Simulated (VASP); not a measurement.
# Li (P6_3/mmc) in VASP: further runs

Runs on Li. Level: PBEsol+D3(BJ). Tasks: single point, relaxation of cell and atoms.

Program: VASP 6.6.1. These are calculated values, not measurements. Logs are shortened: lines on timing, memory, paths and dates and some standing lists are left out, and cuts for length are marked.

### Step 1. The cell of the first run

It takes space group P6_3/mmc (No. 194, hexagonal). Conventional cell: a = 2.959 Å, b = 2.959 Å, c = 4.871 Å, α = 90.00°, β = 90.00°, γ = 120.00°. Li (site symmetry -6m2) has 12 Li at 2.96 to 2.98 Å within 3.9 Å.

### Step 2. Single point, PBEsol+D3(BJ)

File INCAR:

```
PREC     = Accurate       # precision mode
ENCUT    = 520            # plane-wave cutoff, eV
EDIFF    = 1E-6           # SCF threshold, eV
ISMEAR   = 1              # smearing method
SIGMA    = 0.1            # smearing width, eV
LREAL    = False          # projectors in reciprocal space
LASPH    = True           # aspherical terms in the spheres
NELM     = 100            # most SCF steps
ALGO     = Normal         # electronic algorithm
ISIF     = 2              # what is computed and relaxed
LWAVE    = False          # write WAVECAR
LCHARG   = False          # write CHGCAR
GGA      = PS             # functional
IVDW     = 12             # dispersion correction
NBANDS   = 10             # bands
```

File KPOINTS:

```
Automatic mesh
0
Gamma
  7 7 4
```

File POSCAR:

```
Li
1.0
    2.9593328770      0.0000000000      0.0000000000
   -1.4796664385      2.5628574497      0.0000000000
    0.0000000000      0.0000000000      4.8714967478
Li
2
Direct
    0.3333333333      0.6666666667      0.2500000000
    0.6666666667      0.3333333333      0.7500000000
```

Potentials or basis: VASP PAW PBE potentials, release 64 (Li_sv).

Started as:

```console
cat potpaw_PBE.64/Li_sv/POTCAR > POTCAR
mpirun -np 1 vasp_std > vasp.out
```

OUTCAR:

```text
PREC = Accurate
   ENCUT = 520
   EDIFF = 1E-6
   ISMEAR = 1
   LREAL = False
   LASPH = True
   NELM = 100
   ISIF = 2
   GGA = PS
   IVDW = 12
 IVDW          = 12

 ion  position               nearest neighbor table
   1  0.333  0.667  0.250-
   2  0.667  0.333  0.750-

  LATTYP: Found a hexagonal cell.
 ALAT       =     2.9593328770
 C/A-ratio  =     1.6461469359

  Lattice vectors:

 A1 = (   2.9593328770,   0.0000000000,   0.0000000000)
 A2 = (  -1.4796664385,   2.5628574497,   0.0000000000)
 A3 = (   0.0000000000,   0.0000000000,   4.8714967478)

Analysis of symmetry for initial positions (statically):
=====================================================================
 Subroutine PRICEL returns:
 Original cell was already a primitive cell.

 Routine SETGRP: Setting up the symmetry group for a
 hexagonal supercell.

 Subroutine GETGRP returns: Found 24 space group operations
 (whereof 12 operations were pure point group operations)
 out of a pool of 24 trial point group operations.

The static configuration has the point symmetry D_3d.
 The point group associated with its full space group is D_6h.

Analysis of symmetry for dynamics (positions and initial velocities):
=====================================================================
 Subroutine PRICEL returns:
 Original cell was already a primitive cell.

 Routine SETGRP: Setting up the symmetry group for a
 hexagonal supercell.

 Subroutine GETGRP returns: Found 24 space group operations
 (whereof 12 operations were pure point group operations)
 out of a pool of 24 trial point group operations.

The dynamic configuration has the point symmetry D_3d.
 The point group associated with its full space group is D_6h.

 Subroutine INISYM returns: Found 24 space group operations
 (whereof 12 operations are pure point group operations),
 and found     1 'primitive' translations

----------------------------------------------------------------------------------------

                                     Primitive cell

  volume of cell :      36.9471

  direct lattice vectors                    reciprocal lattice vectors
     2.959332877  0.000000000  0.000000000     0.337913997  0.195094737  0.000000000
    -1.479666439  2.562857450  0.000000000     0.000000000  0.390189474  0.000000000
     0.000000000  0.000000000  4.871496748     0.000000000  0.000000000  0.205275720

[... 87 lines left out ...]
   NFREE  =      0    steps in history (QN), initial steepest desc. (CG)
   ISIF   =      2    stress and relaxation
   ISYM   =      2    0-nonsym 1-usesym 2-fastsym
   POTIM  = 0.5000    time-step for ionic-motion
   TEBEG  =    0.0;   TEEND  =   0.0 temperature during run
   PSTRESS=    0.0 pullay stress
   NELECT =       6.0000    total number of electrons
   NUPDOWN=      -1.0000    fix difference up-down
   EMIN   =  10.00;   EMAX   =-10.00  energy-range for DOS
   EFERMI =   0.00;   METHOD = LEGACY
   ISMEAR =     1;   SIGMA  =   0.10  broadening in eV -4-tet -1-fermi 0-gaus
   EFERMI_NEDOS =   21; number of points for ismear=-14 and -15
   IALGO  =     38    algorithm
   IMIX   =      4    mixing-type and parameters
     AMIX     =   0.40;   BMIX     =  1.00
     AMIX_MAG =   1.60;   BMIX_MAG =  1.00
  volume/ion in A,a.u.               =      18.47       124.67
  Fermi-wavevector in a.u.,A,eV,Ry     =   0.893165  1.687837 10.853962  0.797744
  Thomas-Fermi vector in A             =   2.015207
   LORBIT       =      0    0 simple, 1 ext, 2 COOP (PROOUT), +10 PAW based schemes
   GGA     = PS    functional components
   LHFCALC =     F    Hartree Fock is set to
   AEXX    =    0.0000 exact exchange contribution
   IVDW    =    12    specifies the selected vdW correction
   LEPSILON=     F    determine dielectric tensor
   LRPA    =     F    only Hartree local field effects (RPA)
 non-spin polarized calculation
 Methfessel and Paxton  Order N= 1 SIGMA  =   0.10
  energy-cutoff  :      520.00
  volume of cell :       36.95
 maximum number of plane-waves:      1019
 NGX is ok and might be reduce to    24
   NGX = 11   NGY = 11   NGZ = 19

 number of electron       6.0000009 magnetization

 Free energy of the ion-electron system (eV)
  ---------------------------------------------------
  ext. energy  EPLUGINS =         0.00000000
  ---------------------------------------------------
  free energy    TOTEN  =        -3.92443255 eV

  energy without entropy =       -3.92427284  energy(sigma->0) =       -3.92437932

 E-fermi :   0.8386     XC(G=0):  -7.2482

 val. band max:        0.8258281959   @ k =   0.1429   0.1429   0.2500
 cond. band min:       1.1200864529   @ k =   0.4286   0.1429   0.0000
 fundamental gap:      0.2942582570
 Fermi energy:         0.8385921891

 k-point     1 :       0.0000    0.0000    0.0000
  band No.  band energies     occupation
      1     -44.8603      2.00000
      2     -44.8332      2.00000
      3      -2.7767      2.00000
      4       0.7881      1.74586
      5       4.0792      0.00000
      6      14.2880      0.00000
      7      14.2880      0.00000
      8      15.7505      0.00000
      9      15.7506      0.00000
     10      16.2075      0.00000
[... 287 lines left out ...]
 k-point    24 :       0.2857    0.2857    0.5000
  band No.  band energies     occupation
      1     -44.8264      2.00000
      2     -44.8264      2.00000
      3       2.2963     -0.00000
      4       2.2963     -0.00000
      5       4.7455      0.00000
      6       4.7455      0.00000
      7       7.9946      0.00000
      8       7.9946      0.00000
      9      13.1636      0.00000
     10      13.1636      0.00000

------------------------ aborting loop because EDIFF is reached ----------------------------------------

 Edisp (eV)   -0.32832

 E8    (eV) :    -0.2103

  FORCE on cell =-STRESS in cart. coord.  units (eV):
  Direction    XX          YY          ZZ          XY          YZ          ZX
  --------------------------------------------------------------------------------------
  -------------------------------------------------------------------------------------
  Total      -0.04437    -0.04437     0.00477     0.00000     0.00000     0.00000
  in kB      -1.92414    -1.92414     0.20685     0.00000     0.00000     0.00000
  external pressure =       -1.21 kB  Pullay stress =        0.00 kB

 VOLUME and BASIS-vectors are now :
 -----------------------------------------------------------------------------
  energy-cutoff  :      520.00
  volume of cell :       36.95
      direct lattice vectors                 reciprocal lattice vectors
     2.959332877  0.000000000  0.000000000     0.337913997  0.195094737  0.000000000
    -1.479666439  2.562857450  0.000000000     0.000000000  0.390189474  0.000000000
     0.000000000  0.000000000  4.871496748     0.000000000  0.000000000  0.205275720

 POSITION                                       TOTAL-FORCE (eV/Angst)
 -----------------------------------------------------------------------------------
     -0.00000      1.70857      1.21787         0.000000     -0.000000      0.000000
      1.47967      0.85429      3.65362        -0.000000      0.000000     -0.000000
 -----------------------------------------------------------------------------------
    total drift:                               -0.000000      0.000000      0.000000

  FREE ENERGIE OF THE ION-ELECTRON SYSTEM (eV)
  ---------------------------------------------------
  free  energy   TOTEN  =        -4.2527505225 eV

  energy  without entropy=       -4.2525908105  energy(sigma->0) =       -4.25269729
```

OSZICAR:

```text
N       E                     dE             d eps       ncg     rms          rms(c)
DAV:   1     0.179438258106E+02    0.17944E+02   -0.32130E+03   488   0.564E+02
DAV:   2    -0.159262998593E+01   -0.19536E+02   -0.18982E+02   632   0.113E+02
DAV:   3    -0.389256828539E+01   -0.22999E+01   -0.22943E+01   724   0.301E+01
DAV:   4    -0.392770561912E+01   -0.35137E-01   -0.35075E-01   646   0.408E+00
DAV:   5    -0.392788604569E+01   -0.18043E-03   -0.18042E-03   622   0.336E-01    0.384E-01
DAV:   6    -0.392526886302E+01    0.26172E-02   -0.14285E-03   700   0.197E-01    0.214E-01
DAV:   7    -0.392437294938E+01    0.89591E-03   -0.32064E-03   624   0.311E-01    0.433E-02
DAV:   8    -0.392443837542E+01   -0.65426E-04   -0.55448E-04   622   0.149E-01    0.111E-02
DAV:   9    -0.392443339559E+01    0.49798E-05   -0.61436E-06   640   0.165E-02    0.117E-03
DAV:  10    -0.392443255471E+01    0.84088E-06   -0.47738E-07   494   0.626E-03
   1 F= -.42527505E+01 E0= -.42526973E+01  d E =-.159712E-03
```

stdout:

```text
POSCAR found type information on POSCAR Li
 POSCAR found :  1 types and       2 ions
 scaLAPACK will be used
 -----------------------------------------------------------------------------
|                                                                             |
|                                                                             |
|     You enforced a specific xc type in the INCAR file but a different       |
|     I HOPE YOU KNOW WHAT YOU ARE DOING!                                     |
|                                                                             |
 -----------------------------------------------------------------------------

 LDA part: xc-table for (Slater+PW92), standard interpolation
 POSCAR, INCAR and KPOINTS ok, starting setup
 FFT: planning ... GRIDC
 FFT: planning ... GRID_SOFT
 FFT: planning ... GRID
 WAVECAR not read
 entering main loop
```

Wall time 4.9 s (1 thread of AMD EPYC 9R14 (Zen 4), shared host); peak memory 0.12 GiB.

What came out:

| Item | Value |
| --- | --- |
| Free energy | -4.2528 eV |
| Band gap on the k mesh | zero (band 3 reaches 2.30 eV, above the bottom of band 4 at -1.64 eV) |
| Dispersion energy per atom | -0.164 eV |

Caveat: the cutoff is under 1.25 times the usual one of these potentials, so pressure, stress and relaxed cells hold a basis-set (Pulay) error; the PAW data sets were made with another functional, which shifts forces and pressure a little; pairwise dispersion overbinds metals, which lowers pressure and volume.

### Step 3. Relaxation of cell and atoms, PBEsol+D3(BJ)

This run uses another cell than the first one, of 21.34 Å³/atom, 1.155 times its volume.

File INCAR:

```
PREC = Accurate ; ENCUT = 600
EDIFF = 1E-6 ; ISMEAR = 1
SIGMA = 0.1 ; LREAL = F
LASPH = T ; NELM = 60
ALGO = Normal ; ISIF = 3
LWAVE = F ; LCHARG = F
GGA = PS ; IVDW = 12
IBRION = 2 ; NSW = 60
EDIFFG = -0.01
```

File KPOINTS:

```
regular mesh
0
Gamma
  7 7 4
```

File POSCAR:

```
Li
1.0
    3.1110000000      0.0000000000      0.0000000000
   -1.5555000000      2.6942050300      0.0000000000
    0.0000000000      0.0000000000      5.0930000000
Li
2
Direct
    0.3333333333      0.6666666667      0.2500000000
    0.6666666667      0.3333333333      0.7500000000
```

Potentials or basis: VASP PAW PBE potentials, release 64 (Li_sv).

Started as:

```console
cat potpaw_PBE.64/Li_sv/POTCAR > POTCAR
mpirun -np 1 vasp_std > vasp.out
```

OUTCAR:

```text
PREC = Accurate
   ENCUT = 600
   EDIFF = 1E-6
   ISMEAR = 1
   LREAL = F
   LASPH = T
   NELM = 60
   ISIF = 3
   GGA = PS
   IVDW = 12
   IBRION = 2
   NSW = 60
   EDIFFG = -0.01
 IVDW          = 12

 ion  position               nearest neighbor table
   1  0.333  0.667  0.250-
   2  0.667  0.333  0.750-

  LATTYP: Found a hexagonal cell.
 ALAT       =     3.1110000000
 C/A-ratio  =     1.6370941819

  Lattice vectors:

 A1 = (   3.1110000000,   0.0000000000,   0.0000000000)
 A2 = (  -1.5555000000,   2.6942050300,   0.0000000000)
 A3 = (   0.0000000000,   0.0000000000,   5.0930000000)

Analysis of symmetry for initial positions (statically):
=====================================================================
[... 171 lines left out ...]
  ext. energy  EPLUGINS =         0.00000000
  ---------------------------------------------------
  free energy    TOTEN  =        -3.93788139 eV

  energy without entropy =       -3.93777855  energy(sigma->0) =       -3.93784711

------------------------ aborting loop because EDIFF is reached ----------------------------------------

 Edisp (eV)   -0.28231

 E8    (eV) :    -0.1806
[... 111 lines left out ...]
--------------------------------------- Ionic step        4  -------------------------------------------

 number of electron       6.0000008 magnetization

 Free energy of the ion-electron system (eV)
  ---------------------------------------------------
  ext. energy  EPLUGINS =         0.00000000
  ---------------------------------------------------
  free energy    TOTEN  =        -3.92724255 eV

  energy without entropy =       -3.92701856  energy(sigma->0) =       -3.92716789

 E-fermi :   0.8840     XC(G=0):  -7.2976

 val. band max:        0.8711459270   @ k =   0.1429   0.1429   0.2500
 cond. band min:       1.1853932965   @ k =   0.4286   0.1429   0.0000
 fundamental gap:      0.3142473694
 Fermi energy:         0.8840036655

 k-point     1 :       0.0000    0.0000    0.0000
  band No.  band energies     occupation
      1     -44.7652      2.00000
      2     -44.7368      2.00000
      3      -2.7488      2.00000
      4       0.8103      1.94403
      5       4.1633      0.00000
      6      14.5793      0.00000
      7      14.5793      0.00000
[... 261 lines left out ...]
  FREE ENERGIE OF THE ION-ELECTRON SYSTEM (eV)
  ---------------------------------------------------
  free  energy   TOTEN  =        -4.2621832698 eV

  energy  without entropy=       -4.2619592745  energy(sigma->0) =       -4.26210860

 reached required accuracy - stopping structural energy minimisation
```

Wall time 17 s (1 thread of AMD EPYC 9R14 (Zen 4), shared host); peak memory 0.14 GiB.

Results:

* Free energy: -4.2622 eV
* Relaxed volume: 18.12 Å³/atom
* Relaxed cell: a = 2.936 Å, b = 2.936 Å, c = 4.855 Å, α = 90.00°, β = 90.00°, γ = 120.00°
* Space group after relaxing (to 0.05 Å): P6_3/mmc (No. 194)
* Energy gained by relaxing: 21.0 meV/atom
* Ionic steps: 4
* Pressure after relaxing: 0.1 GPa
* Band gap on the k mesh: zero (band 3 reaches 2.37 eV, above the bottom of band 4 at -1.62 eV)
* Dispersion energy per atom: -0.167 eV

The path:
```tsv
step	energy change (eV)	largest force (eV/Å)	pressure (GPa)	volume (Å³)
1	0.0000	0.0000	-1.88	42.69
2	-0.0165	0.0000	-1.55	41.16
3	-0.0402	0.0000	-0.48	37.59
4	-0.0420	0.0000	0.07	36.24
```

Final structure:
```
Li
1.0
     2.93616    0.00000    0.00000
    -1.46808    2.54279    0.00000
     0.00000    0.00000    4.85454
Li
2
Cartesian
  0.0000 1.6952 1.2136
  1.4681 0.8476 3.6409
```

Caveat: the cutoff is under 1.25 times the usual one of these potentials, so pressure, stress and relaxed cells hold a basis-set (Pulay) error; the volume moved by over 15 % at a fixed basis, so the end points are rough; the PAW data sets were made with another functional, which shifts forces and pressure a little; the volume moved by -15 % from the deposited cell, more than functionals usually miss; pairwise dispersion overbinds metals, which lowers pressure and volume.
